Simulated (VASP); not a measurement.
Here is a VASP 6.6.1 calculation.

File INCAR:

```
SYSTEM = ZnAu
  ALGO = Normal
  EDIFF = 1E-6
  ENCUT = 520
  GGA = PS
  ISIF = 2
  ISMEAR = -1
  LASPH = .TRUE.
  LCHARG = .FALSE.
  LREAL = .FALSE.
  LWAVE = .FALSE.
  NBANDS = 18
  NELM = 80
  PREC = Accurate
  SIGMA = 0.05
```

The input KPOINTS:

```
k-points
0
G
  8 8 8
  0 0 0
```

Contents of POSCAR:

```
ZnAu
1.0
    3.1678416670      0.0000000000      0.0000000000
    0.0000000000      3.1678416670      0.0000000000
    0.0000000000      0.0000000000      3.1678416670
Au Zn
1 1
Direct
    0.0000000000      0.0000000000      0.0000000000
    0.5000000000      0.5000000000      0.5000000000
```

Potentials or basis: VASP PAW PBE potentials, release 64 (Au, Zn).

Launch:

```bash
$ cat potpaw_PBE.64/Au/POTCAR potpaw_PBE.64/Zn/POTCAR > POTCAR
$ mpirun -np 1 vasp_std > vasp.out
```

**Question.** What does it give for the pressure?

**Answer.** -4.5 GPa.

**Question.** Estimate the band gap on the k mesh.

**Answer.** Zero (an odd number of electrons rules out a gap without spin polarisation).

Caveat: the cell stands under tension; the PAW data sets were made with another functional, which shifts forces and pressure a little; spin-orbit coupling is left out, which moves the levels of the heavy elements.
